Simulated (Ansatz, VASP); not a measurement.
**GaIr3: VASP beside Ansatz**

```
CELL_PARAMETERS angstrom
0.00000 3.09747 3.09747
3.09747 0.00000 3.09747
3.09747 3.09747 0.00000
ATOMIC_POSITIONS crystal
Ga 0.00000 0.00000 0.00000
Ir 0.25000 0.25000 0.25000
Ir 0.75000 0.75000 0.75000
Ir 0.50000 0.50000 0.50000
```

Change from the starting cell: species swapped into the Ga3Ag type (Fm-3m, No. 225).

Alike in both runs: functional PBE; k mesh 14 × 14 × 14; occupations gaussian, width 0.1 eV; collinear spin.

Ansatz relaxed the structure, and its values are those at the end. VASP's run is a single point on that final structure, the one shown.

|  | VASP | Ansatz |
| --- | --- | --- |
| version | VASP 6.6.1 | Ansatz 0.2.0 |
| potentials or method | VASP PAW PBE potentials, release 64 (Ga_d, Ir), cutoff 520 eV | scalar-relativistic, plane waves, PAW |
| valence electrons in the cell | 40 | 64 |

Ansatz gave:

| Quantity | Value |
| --- | --- |
| gap on the k mesh at the Fermi level (eV) | none |
| pressure (GPa) | 0.0 |
| net moment per atom (μB) | 0.20 |
| size of the moment on the site where the two differ most (μB) | 0.28 |

Estimate VASP's values.

gap on the k mesh at the Fermi level (eV): none; pressure (GPa): 0.3; net moment per atom (μB): 0.00; size of the moment on the site where the two differ most (μB): 0.00.

The net moments are unlike, so the other rows may belong to different states. Site moments also hang on the region over which each program counts them. A gap of «none» marks a metal or a gap that the smearing closes. VASP's potentials hold 40 valence electrons a cell and Ansatz's 64, so a difference there can come from the potentials and not from the codes.

Spin-orbit coupling is off throughout.
